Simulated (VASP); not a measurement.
A run of VASP 6.6.1 is set up as follows.

File POSCAR:

```
PbSe
1.0
    0.0000000000      2.9960411529      3.1064987813
    2.9960411529      0.0000000000      3.1064987813
    2.9960411529      2.9960411529      0.0000000000
Pb Se
1 1
Direct
    0.0000000000      0.0000000000      0.0000000000
    0.5000000000      0.5000000000      0.5000000000
```

The input INCAR.step1:

```
PREC = Accurate ; ENCUT = 520
ISMEAR = 0 ; SIGMA = 0.01
LREAL = F ; LASPH = T
NELM = 80 ; NBANDS = 17
GGA = PE ; ALGO = Normal
EDIFF = 1E-4 ; LWAVE = T
LCHARG = F
```

Contents of INCAR.step2:

```
PREC = Accurate ; ENCUT = 520
EDIFF = 1E-6 ; ISMEAR = 0
SIGMA = 0.01 ; LREAL = F
LASPH = T ; NELM = 80
ALGO = Normal ; ISIF = 2
LWAVE = F ; LCHARG = F
METAGGA = R2SCAN ; LMIXTAU = T
NBANDS = 17 ; ISTART = 1
```

The input KPOINTS:

```
Automatic mesh
0
Gamma
  8 8 8
```

Potentials or basis: VASP PAW PBE potentials, release 64 (Pb_d, Se).

Launch:

```sh
$ cat potpaw_PBE.64/Pb_d/POTCAR potpaw_PBE.64/Se/POTCAR > POTCAR
$ cp INCAR.step1 INCAR
$ mpirun -np 1 vasp_std > vasp.out
$ cp INCAR.step2 INCAR
$ mpirun -np 1 vasp_std > vasp.out
```

Task: Estimate the band gap on the k mesh.

Result: 0.44 eV, direct.

Task: Predict the pressure.

Result: 3.4 GPa.

Stress tensor (GPa, compression positive):
```
5.13 0.00 0.00
0.00 5.13 0.00
0.00 0.00 0.08
```

Caveat: the cell differs from its parent crystal (epitaxial xy strain -3.0%); the PAW data sets were made with another functional, which shifts forces and pressure a little; spin-orbit coupling is left out, which moves the levels of the heavy elements. A k mesh can miss the band edges.
